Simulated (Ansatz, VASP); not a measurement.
## Two plane-wave programs on HfWS4

```
CELL_PARAMETERS angstrom
5.34474 0.00000 0.00000
0.00000 5.34474 0.00000
0.00000 0.00000 5.34474
ATOMIC_POSITIONS crystal
Hf 0.00000 0.00000 0.00000
W 0.50000 0.50000 0.50000
S 0.74138 0.74138 0.74138
S 0.25862 0.25862 0.74138
S 0.25862 0.74138 0.25862
S 0.74138 0.25862 0.25862
```

Alike in both runs: functional PBE; k mesh 4 × 4 × 4; occupations gaussian, width 0.1 eV; no spin polarisation.

Ansatz relaxed the structure, and its values are those at the end. VASP's run is a single point on that final structure, the one shown.

|  | VASP | Ansatz |
| --- | --- | --- |
| version | VASP 6.6.1 | Ansatz 0.2.0 |
| potentials or method | VASP PAW PBE potentials, release 64 (Hf_pv, W_sv, S), cutoff 520 eV | scalar-relativistic, plane waves, PAW |
| valence electrons in the cell | 48 | 64 |

|  | VASP | Ansatz | Ansatz less VASP |
| --- | --- | --- | --- |
| gap on the k mesh at the Fermi level (eV) | none | none | - |
| pressure (GPa) | -0.3 | -0.1 | +0.14 |
| rms of the force components (eV/Å) | 0.033 | 0.015 | -0.0185 |

A gap of «none» marks a metal or a gap that the smearing closes. The functional is the same, so the differences come from potentials, cutoffs and numerics. VASP's potentials hold 48 valence electrons a cell and Ansatz's 64, so a difference there can come from the potentials and not from the codes.

Spin-orbit coupling is off throughout.
